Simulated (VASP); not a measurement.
Pt: single point with PBE

Pt:

```
Pt
1.0
     0.00805    1.96808    1.96231
     1.93251    0.01136    1.95900
     1.93178    1.96405    0.01208
Pt
1
Direct
  0.00000 0.00000 0.00000
```

This cell differs from its parent crystal: the cell strained at random.

| Quantity | Value |
| --- | --- |
| Program | VASP 6.6.1 |
| Task | single point |
| Functional | PBE |
| Potentials or basis | VASP PAW PBE potentials, release 64 (Pt) |
| Cutoff | 520 eV |
| k mesh | 16 × 16 × 16 |
| Occupations | gaussian, width 0.1 eV |
| Spin | no spin polarisation |

- Pressure: 16.0 GPa
- Band gap on the k mesh: zero (band 5 reaches 12.25 eV, above the bottom of band 6 at 9.94 eV)

Stress tensor (GPa, compression positive):
```
17.09 -0.37 -0.48
-0.37 15.18 -0.56
-0.48 -0.56 15.59
```

Levels at points of the mesh, in eV from the Fermi level:
```tsv
k point	band 1	band 2	band 3	band 4	band 5	band 6	band 7	band 8	band 9	band 10
(0.00, 0.00, 0.00)	-10.43	-4.01	-3.91	-3.77	-1.78	-1.56	14.60	19.40	19.68	19.98
(0.50, 0.00, 0.00)	-7.52	-3.99	-3.94	-0.53	-0.02	0.14	6.03	14.17	19.08	19.21
(0.00, 0.50, 0.00)	-7.51	-4.12	-3.82	-0.50	0.05	0.10	6.08	14.14	18.88	19.32
(0.50, 0.50, 0.00)	-7.29	-6.82	0.02	0.45	0.61	1.70	9.04	11.46	11.65	20.49
(0.00, 0.00, 0.50)	-7.51	-4.11	-3.83	-0.50	0.04	0.11	6.09	14.14	18.88	19.29
(0.50, 0.00, 0.50)	-7.30	-6.82	0.03	0.46	0.59	1.64	8.96	11.50	11.70	20.52
(0.00, 0.50, 0.50)	-7.27	-6.82	0.02	0.52	0.56	1.97	9.40	11.15	11.45	20.28
(0.50, 0.50, 0.50)	-7.54	-4.03	-3.89	-0.60	-0.01	0.10	5.91	14.23	19.15	19.39
```

Wall time 87 s on 1 thread of Intel(R) Xeon(R) 6975P-C (Granite Rapids) (shared host), peak memory 0.42 GiB.

Caveat: the cell differs from its parent crystal (the cell strained at random); spin-orbit coupling is left out, which moves the levels of the heavy elements.
